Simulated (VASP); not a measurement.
Nb, 2 atoms in the cell. It takes space group Fd-3m (No. 227, cubic). The conventional cell has a = 5.599 Å, b = 5.599 Å, c = 5.599 Å, α = 90.00°, β = 90.00°, γ = 90.00°. Nb (site symmetry -43m) has 4 Nb at 2.42 Å within 3.2 Å.  This cell differs from its parent crystal: volume scaled by 0.92.

```yaml
Program: VASP 6.6.1
Task: single point
Functional: LDA
Potentials_or_basis: VASP PAW LDA potentials, release 64 (Nb_sv)
Cutoff: 520 eV
k_mesh: 11 × 11 × 11
Occupations: fermi-dirac, width 0.1 eV
Spin: no spin polarisation
Dipole_correction: no
Further_INCAR_settings: ALGO = Normal; EDIFF = 1e-06; NBANDS = 20
```

Potentials or basis: VASP PAW LDA potentials, release 64 (Nb_sv).

Launch:

```sh
$ cat potpaw_LDA.64/Nb_sv/POTCAR > POTCAR
$ mpirun -np 1 vasp_std > vasp.out
```

Hardware: 1 thread of AMD EPYC 7R13, with other jobs on the host.

Problem. Estimate the wall time of this run.

Solution. Run time: 85 s on 1 thread of AMD EPYC 7R13, with other jobs on the host, peak memory 0.14 GiB. Counts: scf iterations 11, k points 56.
